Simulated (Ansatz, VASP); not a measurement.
## One calculation of Pb, two programs

```
Pb
1.0
     0.00000    2.59329    2.46980
     2.59329    0.00000    2.46980
     2.59329    2.59329    0.00000
Pb
1
Cartesian
  0.0000 0.0000 0.0000
```

Change from the starting cell: strain +0.050 along x and y, +0.000 along z, atoms carried along.

Alike in both runs: task single point; functional PBE; k mesh 16 × 16 × 16; occupations gaussian, width 0.15 eV; no spin polarisation.

|  | VASP | Ansatz |
| --- | --- | --- |
| version | VASP 6.6.1 | Ansatz 0.2.0 |
| potentials or method | VASP PAW PBE potentials, release 64 (Pb_d), cutoff 520 eV | scalar-relativistic, plane waves, PAW |
| valence electrons in the cell | 14 | 14 |

```csv
,VASP,Ansatz,Ansatz less VASP
gap on the k mesh at the Fermi level (eV),none,none,-
pressure (GPa),-1.4,-1.4,0.00
"traceless stress, the component that is largest in VASP (GPa)",0.50,0.50,+0.002
```

A gap of «none» marks a metal or a gap that the smearing closes. With one functional, cell and mesh, what is left measures potentials, basis and numerics.

Neither program's run includes spin-orbit coupling.
